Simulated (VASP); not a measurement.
**Cu2O: single point with r2SCAN**

The system is Cu2O.

```
Cu O
1.0
     4.28785    0.00000    0.00000
     0.00000    4.28785    0.00000
     0.00000    0.00000    4.28785
Cu O
4 2
Direct
  0.25000 0.25000 0.25000
  0.25000 0.75000 0.75000
  0.75000 0.75000 0.25000
  0.75000 0.25000 0.75000
  0.00000 0.00000 0.00000
  0.50000 0.50000 0.50000
```

This cell differs from its parent crystal: volume scaled by 1.03.

- Program: VASP 6.6.1
- Task: single point
- Functional: r2SCAN
- Potentials or basis: VASP PAW PBE potentials, release 64 (Cu, O)
- Cutoff: 660 eV
- k mesh: 6 × 6 × 6
- Occupations: gaussian, width 0.02 eV
- Spin: no spin polarisation

| Property | Result |
| --- | --- |
| Pressure | -2.9 GPa |
| Band gap on the k mesh | 0.72 eV, direct |

Levels at points of the mesh, in eV from the valence-band top:
```csv
k point,band 24,band 25,band 26,band 27,band 28,band 29,band 30,band 31,band 32,band 33
"(0.00, 0.00, 0.00)",-1.60,-1.60,0.00,0.00,0.00,0.72,1.58,1.58,8.34,8.34
"(0.50, 0.00, 0.00)",-1.72,-1.24,-1.24,-0.37,-0.37,2.48,2.48,4.54,4.54,7.79
"(0.50, 0.50, 0.00)",-1.51,-1.26,-1.26,-0.64,-0.64,2.20,2.20,4.12,4.12,7.17
"(0.50, 0.50, 0.50)",-1.66,-0.92,-0.58,-0.58,-0.58,2.77,2.77,2.77,5.19,5.19
```

Wall time 110 s on 1 thread of Intel(R) Xeon(R) 6975P-C (Granite Rapids) (shared host), peak memory 0.24 GiB.

Caveat: the PAW data sets were made with another functional, which shifts forces and pressure a little. A k mesh can miss the band edges.
